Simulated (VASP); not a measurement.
# SnS2 (Berndtite-2T) (P-3m1) in VASP: further runs

SnS2 (Berndtite-2T) is run at these levels: LDA, revPBE+D3(BJ), PBE+D3(BJ); tasks: relaxation of cell and atoms.

All numbers are computed with VASP 6.6.1; they aren't measurements. Logs are shortened: lines on timing, memory, paths and dates and some standing lists are left out, and cuts for length are marked.

### 1 The cell of the first run

The structure is trigonal, space group P-3m1 (No. 164). Conventional cell: a = 3.639 Å, b = 3.639 Å, c = 5.868 Å, α = 90.00°, β = 90.00°, γ = 120.00°. Within 3.4 Å of Sn (site symmetry -3m) lie 6 S at 2.56 Å. Within 3.4 Å of S (site symmetry 3m) lie 3 Sn at 2.56 Å.

### 2 Relaxation of cell and atoms, LDA

Input file INCAR:

```
SYSTEM = SnS2
ALGO = Normal
EDIFF = 1E-7
EDIFFG = -0.01
ENCUT = 500
GGA = CA
GGA_COMPAT = .FALSE.
IBRION = 2
ISIF = 3
ISMEAR = -1
LASPH = .TRUE.
LCHARG = .FALSE.
LREAL = .FALSE.
LWAVE = .FALSE.
NELM = 120
NELMIN = 4
NSW = 80
PREC = Accurate
SIGMA = 0.1
```

Input file KPOINTS:

```
k-points
0
G
  6 6 4
  0 0 0
```

Input file POSCAR:

```
SnS2
1.0
    3.6390000000      0.0000000000      0.0000000000
   -1.8195000000      3.1514664400      0.0000000000
    0.0000000000      0.0000000000      5.8680000000
Sn S
1 2
Direct
    0.0000000000      0.0000000000      0.0000000000
    0.3333333333      0.6666666667      0.2500000000
    0.6666666667      0.3333333333      0.7500000000
```

Potentials or basis: VASP PAW LDA potentials, release 64 (Sn_d, S).

The run is started by

```
> cat potpaw_LDA.64/Sn_d/POTCAR potpaw_LDA.64/S/POTCAR > POTCAR
> mpirun -np 1 vasp_std > vasp.out
```

OUTCAR:

```text
SYSTEM = SnS2
   EDIFF = 1E-7
   EDIFFG = -0.01
   ENCUT = 500
   GGA = CA
   IBRION = 2
   ISIF = 3
   ISMEAR = -1
   LASPH = .TRUE.
   LREAL = .FALSE.
   NELM = 120
   NELMIN = 4
   NSW = 80
   PREC = Accurate

 ion  position               nearest neighbor table
   1  0.000  0.000  0.000-   2 2.56   3 2.56   3 2.56   2 2.56   3 2.56   2 2.56
   2  0.333  0.667  0.250-   1 2.56   1 2.56   1 2.56
   3  0.667  0.333  0.750-   1 2.56   1 2.56   1 2.56

  LATTYP: Found a hexagonal cell.
 ALAT       =     3.6390000000
 C/A-ratio  =     1.6125309151

  Lattice vectors:

 A1 = (   3.6390000000,   0.0000000000,   0.0000000000)
 A2 = (  -1.8195000000,   3.1514664400,   0.0000000000)
 A3 = (   0.0000000000,   0.0000000000,   5.8680000000)

Analysis of symmetry for initial positions (statically):
=====================================================================
 Subroutine PRICEL returns:
 Original cell was already a primitive cell.

 Routine SETGRP: Setting up the symmetry group for a
 hexagonal supercell.

 Subroutine GETGRP returns: Found 12 space group operations
 (whereof 12 operations were pure point group operations)
 out of a pool of 24 trial point group operations.

The static configuration has the point symmetry D_3d.

Analysis of symmetry for dynamics (positions and initial velocities):
=====================================================================
 Subroutine PRICEL returns:
 Original cell was already a primitive cell.

 Routine SETGRP: Setting up the symmetry group for a
 hexagonal supercell.

 Subroutine GETGRP returns: Found 12 space group operations
 (whereof 12 operations were pure point group operations)
 out of a pool of 24 trial point group operations.

The dynamic configuration has the point symmetry D_3d.

 Subroutine INISYM returns: Found 12 space group operations
 (whereof 12 operations are pure point group operations),
 and found     1 'primitive' translations

----------------------------------------------------------------------------------------

                                     Primitive cell

  volume of cell :      67.2953

  direct lattice vectors                    reciprocal lattice vectors
     3.639000000  0.000000000  0.000000000     0.274800769  0.158656298  0.000000000
    -1.819500000  3.151466440  0.000000000     0.000000000  0.317312597  0.000000000
     0.000000000  0.000000000  5.868000000     0.000000000  0.000000000  0.170415815

  length of vectors
     3.639000000  3.638999996  5.868000000     0.317312597  0.317312597  0.170415815

  position of ions in fractional coordinates (direct lattice)
     0.000000000  0.000000000  0.000000000
     0.333333333  0.666666667  0.250000000
     0.666666667  0.333333333  0.750000000

  ion indices of the primitive-cell ions
   primitive index   ion index
                 1           1
                 2           2
                 3           3

----------------------------------------------------------------------------------------

 KPOINTS: k-points

Automatic generation of k-mesh.
 Grid dimensions read from file:
 generate k-points for:    6    6    4

 Generating k-lattice:

  Cartesian coordinates                     Fractional coordinates (reciprocal lattice)
     0.045800128  0.026442716  0.000000000     0.166666667  0.000000000  0.000000000
     0.000000000  0.052885433  0.000000000     0.000000000  0.166666667  0.000000000
     0.000000000  0.000000000  0.042603954     0.000000000  0.000000000  0.250000000

  Length of vectors
     0.052885433  0.052885433  0.042603954

  Shift w.r.t. Gamma in fractional coordinates (k-lattice)
     0.000000000  0.000000000  0.000000000

 Subroutine IBZKPT returns following result:
 ===========================================

 Found     24 irreducible k-points:

 Following reciprocal coordinates:
            Coordinates               Weight
  0.000000  0.000000  0.000000      1.000000
  0.166667 -0.000000  0.000000      6.000000
  0.333333 -0.000000  0.000000      6.000000
  0.500000 -0.000000  0.000000      3.000000
  0.166667  0.166667  0.000000      6.000000
  0.333333  0.166667  0.000000     12.000000
[... 16 lines left out ...]
  0.333333  0.166667  0.500000     12.000000
  0.333333  0.333333  0.500000      2.000000
   k-points           NKPTS =     24   k-points in BZ     NKDIM =     24   number of bands    NBANDS=     17
   number of dos      NEDOS =    301   number of ions     NIONS =      3
   total plane-waves  NPLWV =  37632
   dimension x,y,z NGX =    28 NGY =   28 NGZ =   48
   dimension x,y,z NGXF=    56 NGYF=   56 NGZF=   96
   ions per type =               1   2
   NGX,Y,Z   is equivalent  to a cutoff of  12.79, 12.79, 13.60 a.u.
   NGXF,Y,Z  is equivalent  to a cutoff of  25.58, 25.58, 27.20 a.u.
 SYSTEM =  SnS2
   PREC   = accura    normal or accurate (medium, high low for compatibility)
   ISTART =      0    job   : 0-new  1-cont  2-samecut
   ICHARG =      2    charge: 1-file 2-atom 10-const
   ISPIN  =      1    spin polarized calculation?
   LNONCOLLINEAR =      F non collinear calculations
   LSORBIT =      F    spin-orbit coupling
   LASPH  =      T    aspherical Exc in radial PAW
   ENCUT  =  500.0 eV  36.75 Ry    6.06 a.u.   6.63  6.63 10.70*2*pi/ulx,y,z
   NELM   =    120;   NELMIN=  4; NELMDL= -5     # of ELM steps
   EDIFF  = 0.1E-06   stopping-criterion for ELM
   LREAL  =      F    real-space projection
   EDIFFG = -.1E-01   stopping-criterion for IOM
   NSW    =     80    number of steps for IOM
   IBRION =      2    ionic relax: 0-MD 1-quasi-New 2-CG
   NFREE  =      1    steps in history (QN), initial steepest desc. (CG)
   ISIF   =      3    stress and relaxation
   ISYM   =      2    0-nonsym 1-usesym 2-fastsym
   POTIM  = 0.5000    time-step for ionic-motion
   TEBEG  =    0.0;   TEEND  =   0.0 temperature during run
   PSTRESS=    0.0 pullay stress
   NELECT =      26.0000    total number of electrons
   NUPDOWN=      -1.0000    fix difference up-down
   EMIN   =  10.00;   EMAX   =-10.00  energy-range for DOS
   EFERMI =   0.00;   METHOD = LEGACY
   ISMEAR =    -1;   SIGMA  =   0.10  broadening in eV -4-tet -1-fermi 0-gaus
   EFERMI_NEDOS =   21; number of points for ismear=-14 and -15
   IALGO  =     38    algorithm
   IMIX   =      4    mixing-type and parameters
     AMIX     =   0.40;   BMIX     =  1.00
     AMIX_MAG =   1.60;   BMIX_MAG =  1.00
  volume/ion in A,a.u.               =      22.43       151.38
  Fermi-wavevector in a.u.,A,eV,Ry     =   1.192352  2.253218 19.343434  1.421702
  Thomas-Fermi vector in A             =   2.328392
   LORBIT       =      0    0 simple, 1 ext, 2 COOP (PROOUT), +10 PAW based schemes
   GGA     = CA    functional components
   LHFCALC =     F    Hartree Fock is set to
   AEXX    =    0.0000 exact exchange contribution
   IVDW    =     0    specifies the selected vdW correction
   LEPSILON=     F    determine dielectric tensor
   LRPA    =     F    only Hartree local field effects (RPA)
 conjugate gradient relaxation of ions
 non-spin polarized calculation
  energy-cutoff  :      500.00
  volume of cell :       67.30
 maximum number of plane-waves:      1737
 NGX is ok and might be reduce to    28
   NGX = 13   NGY = 13   NGZ = 21

--------------------------------------- Ionic step        1  -------------------------------------------

 number of electron      26.0000007 magnetization

 Free energy of the ion-electron system (eV)
  ---------------------------------------------------
  ext. energy  EPLUGINS =         0.00000000
  ---------------------------------------------------
  free energy    TOTEN  =       -15.06043611 eV

  energy without entropy =      -15.06006785  energy(sigma->0) =      -15.06025198

------------------------ aborting loop because EDIFF is reached ----------------------------------------

  FORCE on cell =-STRESS in cart. coord.  units (eV):
  Direction    XX          YY          ZZ          XY          YZ          ZX
  --------------------------------------------------------------------------------------
  -------------------------------------------------------------------------------------
  Total       -0.2793079     -0.2793079     -0.3459085     -0.0000000     -0.0000000     -0.0000000
  in kB       -6.6498059     -6.6498058     -8.2354422     -0.0000000     -0.0000000     -0.0000000
  external PRESSURE =      -7.1783513 kB  Pullay stress =       0.0000000 kB
[... 92 lines left out ...]
  FREE ENERGIE OF THE ION-ELECTRON SYSTEM (eV)
  ---------------------------------------------------
  free  energy   TOTEN  =       -15.0617323742 eV

  energy  without entropy=      -15.0613945817  energy(sigma->0) =      -15.06156348

[... ionic steps 4 to 10 ...]

--------------------------------------- Ionic step       11  -------------------------------------------

 number of electron      26.0000003 magnetization

------------------------ aborting loop because EDIFF is reached ----------------------------------------

  FORCE on cell =-STRESS in cart. coord.  units (eV):
  Direction    XX          YY          ZZ          XY          YZ          ZX
  --------------------------------------------------------------------------------------
  -------------------------------------------------------------------------------------
  Total        0.0389532      0.0389532     -0.0403083     -0.0000000      0.0000000      0.0000000
  in kB        0.9628977      0.9628977     -0.9963956     -0.0000000      0.0000000      0.0000000
  external PRESSURE =       0.3097999 kB  Pullay stress =       0.0000000 kB
[... 59 lines left out ...]
  energy  without entropy=      -15.0658498665  energy(sigma->0) =      -15.06608957

--------------------------------------- Ionic step       13  -------------------------------------------

 number of electron      26.0000004 magnetization

 Free energy of the ion-electron system (eV)
  ---------------------------------------------------
  ext. energy  EPLUGINS =         0.00000000
  ---------------------------------------------------
  free energy    TOTEN  =       -15.06638639 eV

  energy without entropy =      -15.06591239  energy(sigma->0) =      -15.06614939

 E-fermi :   5.8251     XC(G=0): -10.2275

 val. band max:        5.2637403510   @ k =   0.0000   0.0000   0.0000
 cond. band min:       6.4172294220   @ k =   0.5000  -0.0000   0.2500
 fundamental gap:      1.1534890710
 Fermi energy:         5.8250827976

 k-point     1 :       0.0000    0.0000    0.0000
  band No.  band energies     occupation
      1     -15.8247      2.00000
      2     -15.8247      2.00000
      3     -15.7751      2.00000
      4     -15.7456      2.00000
      5     -15.7456      2.00000
      6      -8.8940      2.00000
[... 9 lines left out ...]
     16      10.4211      0.00000
     17      10.4211      0.00000
[... 488 lines left out ...]
  FREE ENERGIE OF THE ION-ELECTRON SYSTEM (eV)
  ---------------------------------------------------
  free  energy   TOTEN  =       -15.0663863875 eV

  energy  without entropy=      -15.0659123852  energy(sigma->0) =      -15.06614939

 reached required accuracy - stopping structural energy minimisation
```

Run time: 1.9 min. Hardware: 1 thread of Intel Xeon 6975P-C (Granite Rapids), shared host; peak memory 0.17 GiB.

Results:

| Property | Result |
| --- | --- |
| Free energy | -15.0664 eV |
| Relaxed volume | 21.64 Å³/atom |
| Relaxed cell | a = 3.632 Å, b = 3.632 Å, c = 5.684 Å, α = 90.00°, β = 90.00°, γ = 120.00° |
| Space group after relaxing (to 0.05 Å) | P-3m1 (No. 164) |
| Energy gained by relaxing | 2.0 meV/atom |
| Ionic steps | 13 |
| Pressure after relaxing | 0.0 GPa |
| Largest force after relaxing | 0.005 eV/Å |
| Band gap on the k mesh | 1.15 eV, indirect (least direct gap 1.60 eV) |

Forces on the atoms (eV/Å):
```
Sn   0.000  0.000  0.000
S    0.000  0.000 -0.005
S    0.000  0.000  0.005
```

The path:
| step | energy change (eV) | largest force (eV/Å) | pressure (GPa) | volume (Å³) |
| --- | --- | --- | --- | --- |
| 1 | 0.0000 | 0.0048 | -0.72 | 67.30 |
| 2 | -0.0006 | 0.1477 | 0.53 | 66.32 |
| 3 | -0.0013 | 0.0831 | 0.00 | 66.73 |
| 4 | -0.0019 | 0.0706 | 0.00 | 66.58 |
| 5 | -0.0034 | 0.0331 | 0.01 | 66.16 |
| 6 | -0.0044 | 0.0423 | 0.09 | 65.31 |
| 7 | -0.0048 | 0.0399 | 0.08 | 65.22 |
| 8 | -0.0057 | 0.0325 | 0.04 | 64.95 |
| 9 | -0.0049 | 0.0180 | 0.01 | 64.40 |
| 10 | -0.0058 | 0.0268 | 0.05 | 64.80 |
| 11 | -0.0058 | 0.0270 | 0.03 | 64.81 |
| 12 | -0.0059 | 0.0172 | 0.04 | 64.87 |
| 13 | -0.0060 | 0.0055 | 0.05 | 64.93 |

Final structure:
```xyz
3
Lattice="3.6321 0.0000 0.0000 -1.8161 3.1455 0.0000 0.0000 0.0000 5.6835" Properties=species:S:1:pos:R:3 pbc="T T T"
Sn    0.0000    0.0000    0.0000
S     0.0000    2.0970    1.4665
S     1.8161    1.0485    4.2171
```

Levels at points of the mesh, in eV from the valence-band top:
| k point | band 10 | band 11 | band 12 | band 13 | band 14 | band 15 | band 16 | band 17 |
| --- | --- | --- | --- | --- | --- | --- | --- | --- |
| (0.00, 0.00, 0.00) | -0.85 | -0.60 | -0.60 | 0.00 | 1.60 | 3.26 | 5.16 | 5.16 |
| (0.50, 0.00, 0.00) | -3.17 | -2.86 | -1.45 | -0.43 | 1.52 | 4.10 | 5.45 | 5.69 |
| (0.00, 0.00, 0.50) | -0.98 | -0.98 | -0.39 | -0.39 | 2.97 | 3.37 | 4.79 | 4.79 |
| (0.50, 0.00, 0.50) | -2.62 | -1.96 | -1.01 | -0.95 | 1.26 | 4.30 | 5.14 | 6.17 |

Caveat: spin-orbit coupling is left out, which moves the levels of the heavy elements.

### 3 Relaxation of cell and atoms, revPBE+D3(BJ)

Input file INCAR:

```
ALGO = Normal
EDIFF = 1E-7
EDIFFG = -0.01
ENCUT = 500
GGA = RE
GGA_COMPAT = F
IBRION = 2
ISIF = 3
ISMEAR = -1
IVDW = 12
LASPH = T
LCHARG = F
LREAL = F
LWAVE = F
NELM = 120
NELMIN = 4
NSW = 80
PREC = Accurate
SIGMA = 0.1
```

Input file KPOINTS:

```
k-points
0
Gamma
  6 6 4
```

POSCAR is that of step 2.

Potentials or basis: VASP PAW PBE potentials, release 64 (Sn_d, S).

The run is started by

```
> cat potpaw_PBE.64/Sn_d/POTCAR potpaw_PBE.64/S/POTCAR > POTCAR
> mpirun -np 1 vasp_std > vasp.out
```

OUTCAR:

```text
EDIFF = 1E-7
   EDIFFG = -0.01
   ENCUT = 500
   GGA = RE
   IBRION = 2
   ISIF = 3
   ISMEAR = -1
   IVDW = 12
   LASPH = T
   LREAL = F
   NELM = 120
   NELMIN = 4
   NSW = 80
   PREC = Accurate
 IVDW          = 12

 ion  position               nearest neighbor table
   1  0.000  0.000  0.000-   2 2.56   3 2.56   3 2.56   2 2.56   3 2.56   2 2.56
   2  0.333  0.667  0.250-   1 2.56   1 2.56   1 2.56
   3  0.667  0.333  0.750-   1 2.56   1 2.56   1 2.56

  LATTYP: Found a hexagonal cell.
 ALAT       =     3.6390000000
 C/A-ratio  =     1.6125309151

  Lattice vectors:

 A1 = (   3.6390000000,   0.0000000000,   0.0000000000)
 A2 = (  -1.8195000000,   3.1514664400,   0.0000000000)
 A3 = (   0.0000000000,   0.0000000000,   5.8680000000)

Analysis of symmetry for initial positions (statically):
[... 293 lines left out ...]

  energy  without entropy=      -14.1590502088  energy(sigma->0) =      -14.15913321

[... ionic steps 4 to 9 ...]

--------------------------------------- Ionic step       10  -------------------------------------------

 number of electron      26.0000005 magnetization

------------------------ aborting loop because EDIFF is reached ----------------------------------------
[... 77 lines left out ...]
--------------------------------------- Ionic step       12  -------------------------------------------

 number of electron      26.0000005 magnetization

 Free energy of the ion-electron system (eV)
  ---------------------------------------------------
  ext. energy  EPLUGINS =         0.00000000
  ---------------------------------------------------
  free energy    TOTEN  =       -12.16989925 eV

  energy without entropy =      -12.16961104  energy(sigma->0) =      -12.16975515

 E-fermi :   6.1933     XC(G=0):  -9.7790

 val. band max:        5.5923247522   @ k =   0.0000   0.0000   0.0000
 cond. band min:       6.8519504033   @ k =   0.5000  -0.0000   0.2500
 fundamental gap:      1.2596256511
 Fermi energy:         6.1933180337

 k-point     1 :       0.0000    0.0000    0.0000
  band No.  band energies     occupation
      1     -15.6522      2.00000
      2     -15.6522      2.00000
      3     -15.6157      2.00000
      4     -15.5870      2.00000
      5     -15.5870      2.00000
      6      -8.5227      2.00000
[... 503 lines left out ...]
  FREE ENERGIE OF THE ION-ELECTRON SYSTEM (eV)
  ---------------------------------------------------
  free  energy   TOTEN  =       -14.1759375530 eV

  energy  without entropy=      -14.1756493427  energy(sigma->0) =      -14.17579345

 reached required accuracy - stopping structural energy minimisation
```

Run time: 2.7 min. Hardware: 1 thread of Intel Xeon 6975P-C (Granite Rapids), shared host; peak memory 0.2 GiB.

What came out:

- Free energy: -14.1759 eV
- Relaxed volume: 21.61 Å³/atom
- Relaxed cell: a = 3.653 Å, b = 3.653 Å, c = 5.609 Å, α = 90.00°, β = 90.00°, γ = 120.00°
- Space group after relaxing (to 0.05 Å): P-3m1 (No. 164)
- Energy gained by relaxing: 6.9 meV/atom
- Ionic steps: 12
- Pressure after relaxing: 0.0 GPa
- Band gap on the k mesh: 1.26 eV, indirect (least direct gap 1.70 eV)
- Dispersion energy per atom: -0.669 eV

The path:
| step | energy change (eV) | largest force (eV/Å) | pressure (GPa) | volume (Å³) |
| --- | --- | --- | --- | --- |
| 1 | 0.0000 | 0.2808 | 0.64 | 67.30 |
| 2 | -0.0033 | 0.0138 | -1.03 | 68.18 |
| 3 | -0.0040 | 0.0917 | -0.54 | 67.91 |
| 4 | -0.0077 | 0.0797 | -0.47 | 67.49 |
| 5 | -0.0161 | 0.0426 | -0.19 | 66.24 |
| 6 | -0.0179 | 0.0404 | 0.68 | 63.75 |
| 7 | -0.0200 | 0.0071 | 0.26 | 64.88 |
| 8 | -0.0200 | 0.0024 | 0.31 | 64.75 |
| 9 | -0.0194 | 0.0948 | -0.67 | 65.13 |
| 10 | -0.0206 | 0.0370 | -0.09 | 64.91 |
| 11 | -0.0206 | 0.0327 | 0.14 | 64.76 |
| 12 | -0.0207 | 0.0018 | 0.03 | 64.83 |

Final structure:
```
CELL_PARAMETERS angstrom
3.65336 0.00000 0.00000
-1.82668 3.16390 0.00000
0.00000 0.00000 5.60866
ATOMIC_POSITIONS crystal
Sn 0.00000 0.00000 0.00000
S 0.33333 0.66667 0.26331
S 0.66667 0.33333 0.73669
```

Caveat: the PAW data sets were made with another functional, which shifts forces and pressure a little; spin-orbit coupling is left out, which moves the levels of the heavy elements. A k mesh can miss the band edges.

(Part 1 of 2 ends here.)
